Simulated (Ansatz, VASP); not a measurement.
**Two plane-wave programs on Ni**

```
Ni
1.0
     2.38368    0.00000    0.00000
    -1.19184    2.06432    0.00000
     0.00000    0.00000    7.80458
Ni
4
Cartesian
  1.1918 2.0643 0.0000
  1.1918 2.0643 3.9023
  0.0000 1.3762 1.9511
  1.1918 0.6881 5.8534
```

Alike in both runs: task single point; functional PBE; k mesh 19 × 19 × 5; occupations fermi-dirac, width 0.05 eV; collinear spin.

|  | VASP | Ansatz |
| --- | --- | --- |
| version | VASP 6.6.1 | Ansatz 0.2.0 |
| potentials or method | VASP PAW PBE potentials, release 64 (Ni), cutoff 520 eV | plane waves (420 eV) with PAW, scalar-relativistic |
| valence electrons in the cell | 40 | 72 |

VASP gave:

| Quantity | Value |
| --- | --- |
| net moment per atom (μB) | 0.58 |
| size of the moment on the site where the two differ most (μB) | 0.59 |

What did Ansatz give for the same quantities?

net moment per atom (μB): 0.59; size of the moment on the site where the two differ most (μB): 0.63.

Site moments also hang on the region over which each program counts them. VASP's potentials hold 40 valence electrons a cell and Ansatz's 72, so a difference there can come from the potentials and not from the codes.
